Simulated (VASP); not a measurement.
A run of VASP 6.6.1 is set up as follows.

File INCAR:

```
PREC     = Accurate       # precision mode
ENCUT    = 520            # plane-wave cutoff, eV
EDIFF    = 1E-6           # SCF threshold, eV
ISMEAR   = -1             # smearing method
SIGMA    = 0.02           # smearing width, eV
LREAL    = F              # projectors in reciprocal space
LASPH    = T              # aspherical terms in the spheres
NELM     = 60             # most SCF steps
ALGO     = Normal         # electronic algorithm
ISIF     = 2              # what is computed and relaxed
LWAVE    = F              # write WAVECAR
LCHARG   = F              # write CHGCAR
NBANDS   = 28             # bands
```

Contents of KPOINTS:

```
Automatic mesh
0
Gamma
  6 6 5
```

POSCAR

```
SnO
1.0
    3.7892841860      0.0000000000      0.0000000000
    0.0000000000      3.7892841860      0.0000000000
    0.0000000000      0.0000000000      4.8198259661
Sn O
2 2
Direct
    0.0000000000      0.5000000000      0.2385000000
    0.5000000000      0.0000000000      0.7615000000
    0.0000000000      0.0000000000      0.0000000000
    0.5000000000      0.5000000000      0.0000000000
```

Potentials or basis: VASP PAW LDA potentials, release 64 (Sn_d, O).

Launch:

```bash
$ cat potpaw_LDA.64/Sn_d/POTCAR potpaw_LDA.64/O/POTCAR > POTCAR
$ mpirun -np 1 vasp_std > vasp.out
```

Task: What does it give for the largest force?

Result: 0.007 eV/Å.

Task: What does it give for the band gap on the k mesh?

Result: 0.05 eV, indirect (least direct gap 1.94 eV).

Task: What does it give for the pressure?

Result: -1.6 GPa.

Forces on the atoms (eV/Å):
```
Sn   0.000  0.000 -0.007
Sn   0.000  0.000  0.007
O    0.000  0.000  0.000
O    0.000  0.000  0.000
```

Caveat: spin-orbit coupling is left out, which moves the levels of the heavy elements. A k mesh can miss the band edges.
